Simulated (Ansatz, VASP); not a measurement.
## One calculation of MgI2, two programs

The input INCAR:

```
ALGO = Normal
DIPOL = 0.5 0.5 0.404
EDIFF = 1E-6
ENCUT = 520
GGA = PE
IDIPOL = 3
ISIF = 2
ISMEAR = 0
IVDW = 12
LASPH = True
LCHARG = False
LDIPOL = True
LREAL = False
LWAVE = False
NBANDS = 25
NELM = 100
PREC = Accurate
SIGMA = 0.05
```

File KPOINTS:

```
k-points
0
Gamma
  9 9 1
```

POSCAR

```
MgI2
1.0
    4.1311066128      0.0000000000      0.0000000000
   -2.0655533064      3.5776432724      0.0000000000
    0.0000000000      0.0000000000     24.2265084657
I Mg
4 2
Direct
    0.3333333333      0.6666666667      0.1857469477
    0.6666666667      0.3333333333      0.3245723272
    1.3333333333      0.5555555556      0.4826636182
    1.6666666667      0.2222222222      0.6214889978
    0.0000000000      0.0000000000      0.2551596374
    1.0000000000     -0.1111111111      0.5520763080
```

Input for Ansatz:

```yaml
crystal:
  lattice:
    - [4.1311065861, 0.0, 0.0]
    - [-2.0655532931, 3.5776432493, 0.0]
    - [0.0, 0.0, 24.2265089959]
  atoms:
    - { symbol: I, position: [0.3333333333, 0.6666666667, 0.1857469436] }
    - { symbol: Mg, position: [0.0, 0.0, 0.2551596373] }
    - { symbol: I, position: [0.6666666667, 0.3333333333, 0.324572331] }
    - { symbol: I, position: [1.3333333333, 0.5555555556, 0.4826636186] }
    - { symbol: Mg, position: [1.0, -0.1111111111, 0.5520763123] }
    - { symbol: I, position: [1.6666666667, 0.2222222222, 0.621489006] }
basis:
  ecutwfc: 420
kpoints:
  mp_grid: { grid: [9, 9, 1] }
hamiltonian:
  xc: pbe
  dispersion: d3bj
scf:
  occupations: { method: gaussian, width: 0.05 }
output:
  forces: true
  eigenvalues: true
efield:
  axis: 3
  dipole_correction: true
  ramp_width: 0.04
```

Alike in both runs: task single point; functional PBE; dispersion D3(BJ); k mesh 9 × 9 × 1; occupations gaussian, width 0.05 eV; no spin polarisation.

|  | VASP | Ansatz |
| --- | --- | --- |
| version | VASP 6.6.1 | Ansatz 0.2.0 |
| potentials or method | VASP PAW PBE potentials, release 64 (I, Mg), cutoff 520 eV | scalar-relativistic, plane waves, PAW |
| valence electrons in the cell | 32 | 88 |

Ansatz gave:

```
gap on the k mesh at the Fermi level (eV) : 3.61
least direct gap on the mesh (eV)         : 3.93
rms of the force components (eV/Å)        : 0.015
```

Q: Estimate VASP's values.

A: gap on the k mesh at the Fermi level (eV): 3.59; least direct gap on the mesh (eV): 3.92; rms of the force components (eV/Å): 0.013.

VASP's potentials hold 32 valence electrons a cell and Ansatz's 88, so a difference there can come from the potentials and not from the codes.

Neither program's run includes spin-orbit coupling.
